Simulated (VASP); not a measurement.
Write the native input for VASP 6.6.1 that does the following.

- Task: single point
- Functional: BLYP
- Dispersion: D4
- Potentials or basis: VASP PAW PBE potentials, release 64 (Hg, Te)
- Cutoff: 520 eV
- k mesh: 7 × 7 × 7
- Occupations: gaussian, width 0.05 eV
- Spin: non-collinear spin, zero start, spin-orbit coupling
- Starting moments: [[0.0, 0.0, 0.0], [0.0, 0.0, 0.0]] μB
- Dipole correction: no
- Further INCAR settings: ALGO = Normal; EDIFF = 1e-06; NBANDS = 30

The structure of HgTe lies in POSCAR:

```
HgTe
1.0
   -3.0456030000      3.0456030000      1.5594100000
    3.0456030000     -3.0456030000      1.5594100000
    3.0456030000      3.0456030000     -1.5594100000
Hg Te
1 1
Direct
    0.7500000000      0.2500000000      0.5000000000
    0.0000000000      0.0000000000      0.0000000000
```

The input as run:

INCAR

```
  PREC = Accurate
  ENCUT = 520
  EDIFF = 1E-6
  ISMEAR = 0
  SIGMA = 0.05
  LREAL = F
  LASPH = T
  NELM = 150
  ALGO = Normal
  ISIF = 2
  LWAVE = F
  LCHARG = F
  MAGMOM = 0 0 0 0 0 0
  LORBIT = 11
  LSORBIT = T
  GGA_COMPAT = F
  LORBMOM = T
  GGA = B5
  ALDAX = 1.0
  AGGAX = 1.0
  AGGAC = 1.0
  ALDAC = 0.0
  IVDW = 13
  VDW_S6 = 1.0
  VDW_S8 = 2.34076671
  VDW_A1 = 0.44488865
  VDW_A2 = 4.0933009
  NBANDS = 30
```

KPOINTS

```
regular mesh
0
Gamma
  7 7 7
```

Potentials or basis: VASP PAW PBE potentials, release 64 (Hg, Te).

The run is started by

```sh
$ cat potpaw_PBE.64/Hg/POTCAR potpaw_PBE.64/Te/POTCAR > POTCAR
$ mpirun -np 1 vasp_ncl > vasp.out
```

Results of the run:

The pressure is -0.4 GPa and the net moment is 0.00 μB per cell. The valence electrons inside the program's atomic spheres are Hg 10.47; Te 3.32 and the dispersion energy per atom is -0.869 eV.

Caveat: the PAW data sets were made with another functional, which shifts forces and pressure a little.

Wall time 110 s on 1 thread of Intel(R) Xeon(R) 6975P-C (Granite Rapids), with other jobs on the host, peak memory 0.45 GiB.
